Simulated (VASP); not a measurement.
A run of VASP 6.6.1 is set up as follows.

The input INCAR:

```
ALGO = Normal ; EDIFF = 1E-6
ENCUT = 500 ; GGA = PE
GGA_COMPAT = False ; ISIF = 2
ISMEAR = 0 ; LASPH = True
LCHARG = False ; LREAL = False
LWAVE = False ; NBANDS = 34
NELM = 120 ; PREC = Accurate
SIGMA = 0.15
```

The input KPOINTS:

```
k-points
0
Gamma
  3 3 2
```

Contents of POSCAR:

```
In3B2H3
1.0
    3.6413361451      0.0000000000      0.0000000000
    0.0000000000      4.7538700499      0.0000000000
    0.0000000000      0.0000000000      6.6918593715
In B H
3 2 3
Direct
    0.0000000000      0.5000000000      0.0000000000
    0.5000000000      0.0000000000      0.5000000000
    0.5000000000      0.0000000000      0.0000000000
    0.0000000000      0.0000000000      0.2573864253
    0.0000000000      0.0000000000      0.7426135747
    0.5000000000      0.5000000000      0.1750012111
    0.5000000000      0.5000000000      0.8249987889
    0.0000000000      0.5000000000      0.5000000000
```

Potentials or basis: VASP PAW PBE potentials, release 64 (In_d, B, H).

Command:

```sh
$ cat potpaw_PBE.64/In_d/POTCAR potpaw_PBE.64/B/POTCAR potpaw_PBE.64/H/POTCAR > POTCAR
$ mpirun -np 1 vasp_std > vasp.out
```

**Question.** Estimate the pressure.

**Answer.** 0.3 GPa.

**Question.** Predict the largest force.

**Answer.** 0.027 eV/Å.

**Question.** Predict the band gap on the k mesh.

**Answer.** Zero (band 24 reaches 5.82 eV, above the bottom of band 25 at 4.67 eV).

Stress tensor (GPa, compression positive):
```
-0.23  0.00  0.00
 0.00  0.71  0.00
 0.00  0.00  0.51
```

Caveat: the k points lie up to 0.58 Å⁻¹ apart; spin-orbit coupling is left out, which moves the levels of the heavy elements.
